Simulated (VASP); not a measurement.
Here is a VASP 6.6.1 calculation.

The input INCAR:

```
SYSTEM = MoS2
  PREC = Accurate
  ENCUT = 520
  EDIFF = 1E-6
  ISMEAR = 0
  SIGMA = 0.05
  LREAL = Auto
  LASPH = .TRUE.
  NELM = 80
  ALGO = Normal
  ISIF = 2
  LWAVE = .FALSE.
  LCHARG = .FALSE.
  LDIPOL = .TRUE.
  IDIPOL = 3
  DIPOL = 0.5 0.5 0.497
  GGA = PS
  NBANDS = 78
  EFIELD = -0.1
```

KPOINTS

```
regular mesh
0
G
  8 4 1
  0 0 0
```

POSCAR

```
MoS2
1.0
    3.1431208285      0.0000000000      0.0000000000
    0.0000000000      6.5400926057      0.0000000000
    0.0000000000      0.0000000000     26.7645412968
Mo S
5 10
Direct
    0.5000000000      0.8845106974      0.2802215034
    0.0000000000      0.7690260210      0.3779306359
    0.5000000000      0.6535413446      0.4756397684
    0.0000000000      0.5380566682      0.5733489009
    0.5000000000      0.4225719918      0.6710580334
    0.0000000000      0.6170850377      0.2966349274
    0.0000000000      0.0748681501      0.3289419666
    0.5000000000      0.5016003613      0.3943440599
    0.5000000000      0.9593834736      0.4266510991
    0.0000000000      0.3861156849      0.4920531924
    0.0000000000      0.8438987972      0.5243602316
    0.5000000000      0.2706310085      0.5897623249
    0.5000000000      0.7284141208      0.6220693641
    0.0000000000      0.1551463321      0.6874714574
    0.0000000000      0.6129294444      0.7197784966
```

Potentials or basis: VASP PAW PBE potentials, release 64 (Mo_sv, S).

Command:

```console
$ cat potpaw_PBE.64/Mo_sv/POTCAR potpaw_PBE.64/S/POTCAR > POTCAR
$ mpirun -np 1 vasp_std > vasp.out
```

Problem. Estimate the band gap on the k mesh.

Solution. Zero (bands 65 and 66 overlap by 0.19 eV).

Problem. Estimate the largest force.

Solution. 1.602 eV/Å.

Forces on the atoms (eV/Å):
```
Mo   0.000 -0.416  1.547
Mo   0.000  0.021  0.074
Mo   0.000  0.019 -0.101
Mo   0.000  0.029 -0.148
Mo   0.000  0.011 -0.004
S    0.000  0.602 -0.748
S    0.000 -0.164 -0.929
S    0.000  0.063  0.036
S    0.000 -0.079 -0.009
S    0.000 -0.001  0.061
S    0.000 -0.013  0.054
S    0.000 -0.002  0.089
S    0.000 -0.023  0.094
S    0.000  0.577  0.248
S    0.000 -0.625 -0.262
```

Caveat: the PAW data sets were made with another functional, which shifts forces and pressure a little.
